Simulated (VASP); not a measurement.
HCl, 20 atoms in the cell. The cell holds a disordered packing, 20 atoms: a = 7.714 Å, b = 7.714 Å, c = 7.714 Å, α = 90.00°, β = 90.00°, γ = 90.00°. 

- Program: VASP 6.6.1
- Task: single point
- Functional: PBE
- Dispersion: D3(BJ)
- Potentials or basis: VASP PAW PBE potentials, release 64 (Cl, H)
- Cutoff: 520 eV
- k mesh: 1 × 1 × 1
- Occupations: fermi-dirac, width 0.05 eV
- Spin: no spin polarisation
- Dipole correction: no
- Further INCAR settings: LREAL = Auto; ALGO = Normal; EDIFF = 1e-06; NBANDS = 56

Potentials or basis: VASP PAW PBE potentials, release 64 (Cl, H).

Launch:

```sh
$ cat potpaw_PBE.64/Cl/POTCAR potpaw_PBE.64/H/POTCAR > POTCAR
$ mpirun -np 1 vasp_gam > vasp.out
```

Hardware: 1 thread of Intel(R) Xeon(R) Platinum 8259CL CPU @ 2.50GHz (Skylake/Cascade Lake), on a shared host.

Problem. How long does it take, and how much memory?

Solution. Wall time 50 s on 1 thread of Intel(R) Xeon(R) Platinum 8259CL CPU @ 2.50GHz (Skylake/Cascade Lake) (shared host), peak memory 0.42 GiB. Counts: scf iterations 15, k points 1.
